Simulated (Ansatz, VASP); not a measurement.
**One calculation of ZnS, two programs**

The input POSCAR:

```
ZnS
1.0
    3.8621636474      0.0000000000      0.0000000000
   -1.9310818237      3.3447318322      0.0000000000
    0.0000000000      0.0000000000     18.9359391258
Zn S
6 6
Direct
    0.3333333333      0.6666666667      0.8333300000
    0.6666666667      0.3333333333      0.3333300000
    0.6666666667      0.3333333333      0.6666700000
    0.3333333333      0.6666666667      0.1666700000
    0.0000000000      0.0000000000      0.5000000000
    0.0000000000      0.0000000000      0.0000000000
    0.3333333333      0.6666666667      0.9583300000
    0.6666666667      0.3333333333      0.4583300000
    0.6666666667      0.3333333333      0.7916700000
    0.3333333333      0.6666666667      0.2916700000
    0.0000000000      0.0000000000      0.6250000000
    0.0000000000      0.0000000000      0.1250000000
```

INCAR.step1

```
PREC = Accurate
ENCUT = 520
ISMEAR = -1
SIGMA = 0.05
LREAL = False
LASPH = True
NELM = 100
NBANDS = 66
GGA = PE
ALGO = Normal
EDIFF = 1E-4
LWAVE = True
LCHARG = False
```

INCAR.step2

```
PREC = Accurate
ENCUT = 520
EDIFF = 1E-7
ISMEAR = -1
SIGMA = 0.05
LREAL = False
LASPH = True
NELM = 100
ALGO = Normal
ISIF = 2
LWAVE = False
LCHARG = False
METAGGA = R2SCAN
LMIXTAU = True
IVDW = 12
VDW_S6 = 1.0
VDW_S8 = 0.78981345
VDW_A1 = 0.49484001
VDW_A2 = 5.73083694
NBANDS = 66
ISTART = 1
```

File KPOINTS:

```
Automatic mesh
0
Gamma
  8 8 2
```

input.yaml

```yaml
crystal:
  lattice:
    - [3.8621636474, 0.0, 0.0]
    - [-1.9310818237, 3.3447318322, 0.0]
    - [0.0, 0.0, 18.9359391258]
  atoms:
    - { symbol: Zn, position: [0.3333333333, 0.6666666667, 0.83333] }
    - { symbol: Zn, position: [0.6666666667, 0.3333333333, 0.33333] }
    - { symbol: Zn, position: [0.6666666667, 0.3333333333, 0.66667] }
    - { symbol: Zn, position: [0.3333333333, 0.6666666667, 0.16667] }
    - { symbol: Zn, position: [0.0, 0.0, 0.5] }
    - { symbol: Zn, position: [0.0, 0.0, 0.0] }
    - { symbol: S, position: [0.3333333333, 0.6666666667, 0.95833] }
    - { symbol: S, position: [0.6666666667, 0.3333333333, 0.45833] }
    - { symbol: S, position: [0.6666666667, 0.3333333333, 0.79167] }
    - { symbol: S, position: [0.3333333333, 0.6666666667, 0.29167] }
    - { symbol: S, position: [0.0, 0.0, 0.625] }
    - { symbol: S, position: [0.0, 0.0, 0.125] }
hamiltonian:
  xc: r2scan
  pseudopotentials: { kind: paw }
  dispersion: d3bj
kpoints:
  mp_grid: { grid: [8, 8, 2] }
scf:
  occupations: { method: fermi_dirac, width: 0.05 }
output:
  forces: true
  stress: true
  eigenvalues: true
  write_density: true
  write_potential: true
  elf: true
  volumetric_format: npy
```

Alike in both runs: task single point; functional r2SCAN; dispersion D3(BJ); k mesh 8 × 8 × 2; occupations fermi-dirac, width 0.05 eV; no spin polarisation.

|  | VASP | Ansatz |
| --- | --- | --- |
| version | VASP 6.6.1 | Ansatz 0.2.0 |
| potentials or method | VASP PAW PBE potentials, release 64 (Zn, S) | Ansatz PAW |
| plane-wave cutoff (eV) | 520 | 500 |
| valence electrons in the cell | 108 | 108 |

|  | VASP | Ansatz | Ansatz less VASP |
| --- | --- | --- | --- |
| gap on the k mesh at the Fermi level (eV) | 2.55 | 2.54 | -0.007 |
| least direct gap on the mesh (eV) | 2.55 | 2.54 | -0.007 |
| pressure (GPa) | -4.0 | -4.0 | -0.02 |
| rms of the force components (eV/Å) | 0.010 | 0.008 | -0.0014 |

VASP's potentials were made for PBE, not for r2SCAN. Atom by atom the forces differ by 0.006 eV/Å (rms over components).
